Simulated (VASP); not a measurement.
# BeS (F-43m) in VASP: notebook

BeS is run at these levels: r2SCAN, HSE06; tasks: relaxation of cell and atoms.

Everything below comes from runs of VASP 6.6.1. Logs are shortened: lines on timing, memory, paths and dates and some standing lists are left out, and cuts for length are marked.

## 1. The cell of the first run

The structure is cubic, space group F-43m (No. 216). Conventional cell: a = 4.876 Å, b = 4.876 Å, c = 4.876 Å, α = 90.00°, β = 90.00°, γ = 90.00°. Within 2.8 Å of Be (site symmetry -43m) lie 4 S at 2.11 Å. S (site symmetry -43m) has 4 Be at 2.11 Å within 2.8 Å.

## 2. Relaxation of cell and atoms, r2SCAN

Input file POSCAR:

```
BeS
1.0
    0.0000000000      2.4379189248      2.4379189248
    2.4379189248      0.0000000000      2.4379189248
    2.4379189248      2.4379189248      0.0000000000
Be S
1 1
Direct
    0.0000000000      0.0000000000      0.0000000000
    0.2500000000      0.2500000000      0.2500000000
```

Input file INCAR.step1:

```
SYSTEM = BeS
PREC     = Accurate       ! precision mode
ENCUT    = 600            ! plane-wave cutoff, eV
ISMEAR   = -1             ! smearing method
SIGMA    = 0.02           ! smearing width, eV
LREAL    = .FALSE.        ! projectors in reciprocal space
LASPH    = .TRUE.         ! aspherical terms in the spheres
NELM     = 100            ! most SCF steps
GGA      = PE             ! functional
ALGO     = Normal         ! electronic algorithm
EDIFF    = 1E-4           ! SCF threshold, eV
LWAVE    = .TRUE.         ! write WAVECAR
LCHARG   = .FALSE.        ! write CHGCAR
```

Input file INCAR.step2:

```
SYSTEM = BeS
PREC     = Accurate       ! precision mode
ENCUT    = 600            ! plane-wave cutoff, eV
EDIFF    = 1E-6           ! SCF threshold, eV
ISMEAR   = -1             ! smearing method
SIGMA    = 0.02           ! smearing width, eV
LREAL    = .FALSE.        ! projectors in reciprocal space
LASPH    = .TRUE.         ! aspherical terms in the spheres
NELM     = 100            ! most SCF steps
ALGO     = Normal         ! electronic algorithm
ISIF     = 3              ! what is computed and relaxed
LWAVE    = .FALSE.        ! write WAVECAR
LCHARG   = .FALSE.        ! write CHGCAR
METAGGA  = R2SCAN         ! meta-GGA
LMIXTAU  = .TRUE.       
IBRION   = 2              ! ionic algorithm
NSW      = 80             ! ionic steps
EDIFFG   = -0.005         ! ionic threshold
ISTART   = 1
```

Input file KPOINTS:

```
regular mesh
0
G
  8 8 8
  0 0 0
```

Potentials or basis: VASP PAW PBE potentials, release 64 (Be, S).

The run is started by

```bash
cat potpaw_PBE.64/Be/POTCAR potpaw_PBE.64/S/POTCAR > POTCAR
cp INCAR.step1 INCAR
mpirun -np 1 vasp_std > vasp.out
cp INCAR.step2 INCAR
mpirun -np 1 vasp_std > vasp.out
```

OUTCAR:

```text
SYSTEM = BeS
   PREC = Accurate
   ENCUT = 600
   EDIFF = 1E-6
   ISMEAR = -1
   LREAL = .FALSE.
   LASPH = .TRUE.
   NELM = 100
   ISIF = 3
   METAGGA = R2SCAN
   IBRION = 2
   NSW = 80
   EDIFFG = -0.005
   ISTART = 1

 ion  position               nearest neighbor table
   1  0.000  0.000  0.000-   2 2.11   2 2.11   2 2.11   2 2.11
   2  0.250  0.250  0.250-   1 2.11   1 2.11   1 2.11   1 2.11

  LATTYP: Found a face centered cubic cell.
 ALAT       =     4.8758378496

  Lattice vectors:

 A1 = (   0.0000000000,   2.4379189248,   2.4379189248)
 A2 = (   2.4379189248,   0.0000000000,   2.4379189248)
 A3 = (   2.4379189248,   2.4379189248,   0.0000000000)

Analysis of symmetry for initial positions (statically):
=====================================================================
 Subroutine PRICEL returns:
 Original cell was already a primitive cell.

 Routine SETGRP: Setting up the symmetry group for a
 face centered cubic supercell.

 Subroutine GETGRP returns: Found 24 space group operations
 (whereof 24 operations were pure point group operations)
 out of a pool of 48 trial point group operations.

The static configuration has the point symmetry T_d .

Analysis of symmetry for dynamics (positions and initial velocities):
=====================================================================
 Subroutine PRICEL returns:
 Original cell was already a primitive cell.

 Routine SETGRP: Setting up the symmetry group for a
 face centered cubic supercell.

 Subroutine GETGRP returns: Found 24 space group operations
 (whereof 24 operations were pure point group operations)
 out of a pool of 48 trial point group operations.

The dynamic configuration has the point symmetry T_d .

 Subroutine INISYM returns: Found 24 space group operations
 (whereof 24 operations are pure point group operations),
 and found     1 'primitive' translations

----------------------------------------------------------------------------------------

                                     Primitive cell

  volume of cell :      28.9793
[... 144 lines left out ...]
  -------------------------------------------------------------------------------------
  Total       -0.0242125     -0.0242125     -0.0242125      0.0000000      0.0000000      0.0000000
  in kB       -1.3386341     -1.3386341     -1.3386341      0.0000000      0.0000000      0.0000000
  external PRESSURE =      -1.3386341 kB  Pullay stress =       0.0000000 kB

 VOLUME and BASIS-vectors are now :
 -----------------------------------------------------------------------------
  energy-cutoff  :      600.00
  volume of cell :       28.98
      direct lattice vectors                 reciprocal lattice vectors
     0.000000000  2.437918925  2.437918925    -0.205092957  0.205092957  0.205092957
     2.437918925  0.000000000  2.437918925     0.205092957 -0.205092957  0.205092957
     2.437918925  2.437918925  0.000000000     0.205092957  0.205092957 -0.205092957

 POSITION                                       TOTAL-FORCE (eV/Angst)
 -----------------------------------------------------------------------------------
      0.00000      0.00000      0.00000        -0.000000     -0.000000     -0.000000
      1.21896      1.21896      1.21896         0.000000      0.000000      0.000000
 -----------------------------------------------------------------------------------
    total drift:                                0.000000      0.000000      0.000000

  FREE ENERGIE OF THE ION-ELECTRON SYSTEM (eV)
  ---------------------------------------------------
  free  energy   TOTEN  =       -14.7869484511 eV

  energy  without entropy=      -14.7869484511  energy(sigma->0) =      -14.78694845

--------------------------------------- Ionic step        2  -------------------------------------------

 number of electron       7.9999999 magnetization

 Free energy of the ion-electron system (eV)
  ---------------------------------------------------
  ext. energy  EPLUGINS =         0.00000000
  ---------------------------------------------------
  free energy    TOTEN  =       -14.78696513 eV

  energy without entropy =      -14.78696513  energy(sigma->0) =      -14.78696513

 E-fermi :   4.2130     XC(G=0): -10.1219

 val. band max:        3.8209071762   @ k =   0.0000   0.0000   0.0000
 cond. band min:       7.4250968473   @ k =   0.5000   0.5000   0.0000
 fundamental gap:      3.6041896712
 Fermi energy:         4.2129537986

 k-point     1 :       0.0000    0.0000    0.0000
  band No.  band energies     occupation
      1     -10.3776      2.00000
      2       3.8209      2.00000
      3       3.8209      2.00000
      4       3.8209      2.00000
      5      10.0862      0.00000
      6      10.0862      0.00000
      7      10.0862      0.00000
      8      10.3813      0.00000
[... 243 lines left out ...]
 k-point    24 :      -0.3750    0.2500    0.1250
  band No.  band energies     occupation
      1      -8.4581      2.00000
      2      -1.5003      2.00000
      3       1.0194      2.00000
      4       1.9816      2.00000
      5      10.4651      0.00000
      6      11.0022      0.00000
      7      13.6346      0.00000
      8      15.0105      0.00000

 [... further k-points ...]
[... 5 lines left out ...]
  --------------------------------------------------------------------------------------
  -------------------------------------------------------------------------------------
  Total        0.0049883      0.0049883      0.0049883     -0.0000000     -0.0000000      0.0000000
  in kB        0.2762712      0.2762712      0.2762712     -0.0000000     -0.0000000      0.0000000
  external PRESSURE =       0.2762712 kB  Pullay stress =       0.0000000 kB

 VOLUME and BASIS-vectors are now :
 -----------------------------------------------------------------------------
  energy-cutoff  :      600.00
  volume of cell :       28.93
      direct lattice vectors                 reciprocal lattice vectors
     0.000000000  2.436495090  2.436495090    -0.205212808  0.205212808  0.205212808
     2.436495090  0.000000000  2.436495090     0.205212808 -0.205212808  0.205212808
     2.436495090  2.436495090  0.000000000     0.205212808  0.205212808 -0.205212808

 POSITION                                       TOTAL-FORCE (eV/Angst)
 -----------------------------------------------------------------------------------
      2.43650      2.43650      4.87299        -0.000000     -0.000000     -0.000000
      1.21825      1.21825      1.21825         0.000000      0.000000      0.000000
 -----------------------------------------------------------------------------------
    total drift:                                0.000000      0.000000      0.000000

  FREE ENERGIE OF THE ION-ELECTRON SYSTEM (eV)
  ---------------------------------------------------
  free  energy   TOTEN  =       -14.7869651321 eV

  energy  without entropy=      -14.7869651321  energy(sigma->0) =      -14.78696513

 reached required accuracy - stopping structural energy minimisation
```

OUTCAR.step1:

```text
SYSTEM = BeS
   PREC = Accurate
   ENCUT = 600
   ISMEAR = -1
   LREAL = .FALSE.
   LASPH = .TRUE.
[... 484 lines left out ...]
      0.00000      0.00000      0.00000         0.000000      0.000000      0.000000
      1.21896      1.21896      1.21896        -0.000000     -0.000000     -0.000000
 -----------------------------------------------------------------------------------
    total drift:                               -0.000000     -0.000000      0.000000

  FREE ENERGIE OF THE ION-ELECTRON SYSTEM (eV)
  ---------------------------------------------------
  free  energy   TOTEN  =       -10.0135427305 eV

  energy  without entropy=      -10.0135427305  energy(sigma->0) =      -10.01354273
```

Wall time 71 s (1 thread of Intel Xeon 8259CL, shared host); peak memory 0.16 GiB.

Results:

```yaml
Free_energy: -14.7870 eV
Relaxed_volume: 14.46 Å³/atom
Relaxed_cell: a = 3.446 Å, b = 3.446 Å, c = 3.446 Å, α = 60.00°, β = 60.00°, γ = 60.00°
Space_group_after_relaxing_to_0.05_Å: F-43m (No. 216)
Energy_gained_by_relaxing: 0.0 meV/atom
Ionic_steps: 2
Pressure_after_relaxing: 0.0 GPa
Band_gap_on_the_k_mesh: 3.60 eV, indirect (least direct gap 6.27 eV)
```

Final structure:
```xyz
2
Lattice="0.0000 2.4365 2.4365 2.4365 0.0000 2.4365 2.4365 2.4365 0.0000" Properties=species:S:1:pos:R:3 pbc="T T T"
Be    2.4365    2.4365    4.8730
S     1.2182    1.2182    1.2182
```

Levels at points of the mesh, in eV from the valence-band top:
```csv
k point,band 1,band 2,band 3,band 4,band 5,band 6,band 7,band 8
"(0.00, 0.00, 0.00)",-14.20,0.00,0.00,0.00,6.27,6.27,6.27,6.56
"(0.50, 0.00, 0.00)",-12.56,-5.87,-1.04,-1.04,6.05,7.14,7.14,11.99
"(0.50, 0.50, 0.00)",-12.00,-5.11,-2.66,-2.66,3.60,5.40,13.75,13.75
```

Caveat: the PAW data sets were made with another functional, which shifts forces and pressure a little.

## 3. Relaxation of cell and atoms, HSE06

This run uses another cell than the first one, of 14.43 Å³/atom, 0.996 times its volume.

Input file POSCAR:

```
BeS
1.0
    0.0000000000      2.4343066148      2.4343066148
    2.4343066148      0.0000000000      2.4343066148
    2.4343066148      2.4343066148      0.0000000000
Be S
1 1
Direct
    0.0000000000      0.0000000000      0.0000000000
    0.2500000000      0.2500000000      0.2500000000
```

Input file INCAR.step1:

```
SYSTEM = BeS
PREC     = Accurate       ! precision mode
ENCUT    = 600            ! plane-wave cutoff, eV
EDIFF    = 1E-5           ! SCF threshold, eV
ISMEAR   = -1             ! smearing method
SIGMA    = 0.02           ! smearing width, eV
LREAL    = .FALSE.        ! projectors in reciprocal space
LASPH    = .TRUE.         ! aspherical terms in the spheres
NELM     = 80             ! most SCF steps
ALGO     = Normal         ! electronic algorithm
LWAVE    = .TRUE.         ! write WAVECAR
LCHARG   = .FALSE.        ! write CHGCAR
GGA      = PE             ! functional
NBANDS   = 11             ! bands
```

INCAR.step2, as its differences from that of step 2:

```diff
@@ -8,3 +8,3 @@
 LASPH    = .TRUE.         ! aspherical terms in the spheres
-NELM     = 100            ! most SCF steps
+NELM     = 80             ! most SCF steps
 ALGO     = Normal         ! electronic algorithm
@@ -13,4 +13,6 @@
 LCHARG   = .FALSE.        ! write CHGCAR
-METAGGA  = R2SCAN         ! meta-GGA
-LMIXTAU  = .TRUE.       
+GGA      = PE             ! functional
+LHFCALC  = .TRUE.         ! exact exchange
+HFSCREEN = 0.2079         ! screening, 1/A
+PRECFOCK = Normal       
 IBRION   = 2              ! ionic algorithm
```

Input file KPOINTS:

```
Automatic mesh
0
G
  6 6 6
  0 0 0
```

Potentials or basis: VASP PAW PBE potentials, release 64 (Be, S).

The run is started by

```bash
cat potpaw_PBE.64/Be/POTCAR potpaw_PBE.64/S/POTCAR > POTCAR
cp INCAR.step1 INCAR
mpirun -np 1 vasp_std > vasp.out
cp INCAR.step2 INCAR
mpirun -np 1 vasp_std > vasp.out
```

Run time: 30 min. Hardware: 1 thread of Oxide Virtual Turin-like, shared host; peak memory 0.23 GiB.

Results (log left out):

```yaml
Free_energy: -11.3886 eV
Relaxed_volume: 14.27 Å³/atom
Relaxed_cell: a = 3.431 Å, b = 3.431 Å, c = 3.431 Å, α = 60.00°, β = 60.00°, γ = 60.00°
Space_group_after_relaxing_to_0.05_Å: F-43m (No. 216)
Energy_gained_by_relaxing: 0.5 meV/atom
Ionic_steps: 3
Pressure_after_relaxing: 0.0 GPa
Band_gap_on_the_k_mesh: 4.05 eV, indirect (least direct gap 6.86 eV)
```

The path:
```csv
step,energy change (eV),largest force (eV/Å),pressure (GPa),volume (Å³)
1,0.0000,0.0000,-1.03,28.85
2,-0.0009,0.0000,0.27,28.47
3,-0.0010,0.0000,0.00,28.55
```

Final structure:
```
Be S
1.0
     0.00000    2.42573    2.42573
     2.42573    0.00000    2.42573
     2.42573    2.42573    0.00000
Be S
1 1
Direct
  0.00000 0.00000 0.00000
  0.25000 0.25000 0.25000
```

Levels at points of the mesh, in eV from the valence-band top:
```
           k point  band 2  band 3  band 4  band 5  band 6  band 7
(0.00, 0.00, 0.00)    0.00    0.00    0.00    6.86    6.86    6.86
(0.50, 0.00, 0.00)   -6.35   -1.12   -1.12    6.60    7.77    7.77
(0.50, 0.50, 0.00)   -5.54   -2.88   -2.88    4.05    5.96   14.51
```

Caveat: the PAW data sets were made with another functional, which shifts forces and pressure a little.
